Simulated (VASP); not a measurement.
HfO2: single point with LDA

HfO2:

```
Hf O
1.0
     0.00000    2.50049    2.50049
     2.50049    0.00000    2.50049
     2.50049    2.50049    0.00000
Hf O
1 2
Cartesian
  0.0000 0.0000 0.0000
  1.2502 1.2502 1.2502
  3.7507 3.7507 3.7507
```

- Program: VASP 6.6.1
- Task: single point
- Functional: LDA
- Potentials or basis: VASP PAW LDA potentials, release 64 (Hf_pv, O)
- Cutoff: 520 eV
- k mesh: 8 × 8 × 8
- Occupations: gaussian, width 0.01 eV
- Spin: no spin polarisation
- Dipole correction: no
- Further INCAR settings: ALGO = Normal; EDIFF = 1e-06; NBANDS = 18

The pressure is -3.2 GPa. The band gap on the k mesh is 3.70 eV, direct.

Levels at points of the mesh, in eV from the valence-band top:
```
           k point  band 7  band 8  band 9  band 10  band 11  band 12  band 13  band 14  band 15  band 16
(0.00, 0.00, 0.00)   -5.67   -5.67   -0.63    -0.63    -0.63     3.78     3.78     6.02    10.89    10.89
(0.50, 0.00, 0.00)   -4.59   -3.13   -2.85    -1.89    -1.89     4.57     4.57     7.33     8.93     9.76
(0.50, 0.50, 0.00)   -3.57   -3.57   -1.62    -1.62     0.00     3.70     5.54     6.98     8.45     8.45
```

It took 10 s on 1 thread of Intel(R) Xeon(R) Platinum 8488C (Sapphire Rapids), with other jobs on the host, peak memory 0.15 GiB.

Caveat: spin-orbit coupling is left out, which moves the levels of the heavy elements. LDA gaps usually lie below the measured ones, often by a third to a half.
